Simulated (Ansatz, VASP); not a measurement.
## Two plane-wave programs on SiO2

```
Si O
1.0
     4.97900    0.00000    0.00000
     0.00000    4.97900    0.00000
     0.00000    0.00000    6.95000
Si O
4 8
Direct
  0.30440 0.30440 0.00000
  0.19560 0.80440 0.25000
  0.69560 0.69560 0.50000
  0.80440 0.19560 0.75000
  0.23710 0.11484 0.18425
  0.38516 0.73710 0.43425
  0.76290 0.88516 0.68425
  0.61484 0.26290 0.93425
  0.73710 0.38516 0.56575
  0.88516 0.76290 0.31575
  0.26290 0.61484 0.06575
  0.11484 0.23710 0.81575
```

Alike in both runs: functional PBE; k mesh 5 × 5 × 4; occupations fermi-dirac, width 0.02 eV; no spin polarisation.

Ansatz relaxed the structure, and its values are those at the end. VASP's run is a single point on that final structure, the one shown.

```csv
,VASP,Ansatz
version,VASP 6.6.1,Ansatz 0.2.0
potentials or method,"VASP PAW PBE potentials, release 64 (Si, O)","plane-wave PAW, scalar-relativistic"
plane-wave cutoff (eV),520,420
valence electrons in the cell,64,64
```

|  | VASP | Ansatz | Ansatz less VASP |
| --- | --- | --- | --- |
| gap on the k mesh at the Fermi level (eV) | 5.61 | 5.61 | 0.000 |
| pressure (GPa) | 1.2 | 1.1 | -0.12 |
| rms of the force components (eV/Å) | 0.007 | 0.002 | -0.0050 |

Ansatz's warnings: stress scf threshold loose.
